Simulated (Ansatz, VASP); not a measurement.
**HfSiO4 in VASP and in Ansatz**

```xyz
6
Lattice="-1.8588 1.8588 4.8804 1.8588 -1.8588 4.8804 1.8588 1.8588 -4.8804" Properties=species:S:1:pos:R:3 pbc="T T T"
Si    0.0000    0.0000    0.0000
Hf    0.0000    1.8588    2.4402
O     0.0000    1.8588    4.6044
O     0.0000    0.0000    1.7349
O     0.0000    1.8588    0.2761
O     0.0000    0.0000    8.0260
```

Alike in both runs: task single point; functional r2SCAN; k mesh 10 × 10 × 10; no spin polarisation.

|  | VASP | Ansatz |
| --- | --- | --- |
| version | VASP 6.6.1 | Ansatz 0.2.0 |
| potentials or method | VASP PAW PBE potentials, release 64 (Si, Hf_pv, O) | plane waves, PAW |
| plane-wave cutoff (eV) | 520 | 500 |
| occupations | gaussian, width 0.01 eV | fixed |
| valence electrons in the cell | 38 | 54 |

Ansatz gave:

| Item | Value |
| --- | --- |
| gap on the k mesh at the Fermi level (eV) | 4.43 |
| pressure (GPa) | 0.0 |
| traceless stress, the component that is largest in VASP (GPa) | 0.01 |
| rms of the force components (eV/Å) | 0.001 |

**Question.** What did VASP give for the same quantities?

**Answer.** gap on the k mesh at the Fermi level (eV): 4.42; pressure (GPa): -1.5; traceless stress, the component that is largest in VASP (GPa): -0.18; rms of the force components (eV/Å): 0.072.

VASP's potentials were made for PBE, not for r2SCAN. Atom by atom the forces differ by 0.072 eV/Å (rms over components). VASP's potentials hold 38 valence electrons a cell and Ansatz's 54, so a difference there can come from the potentials and not from the codes.

Neither program's run includes spin-orbit coupling.
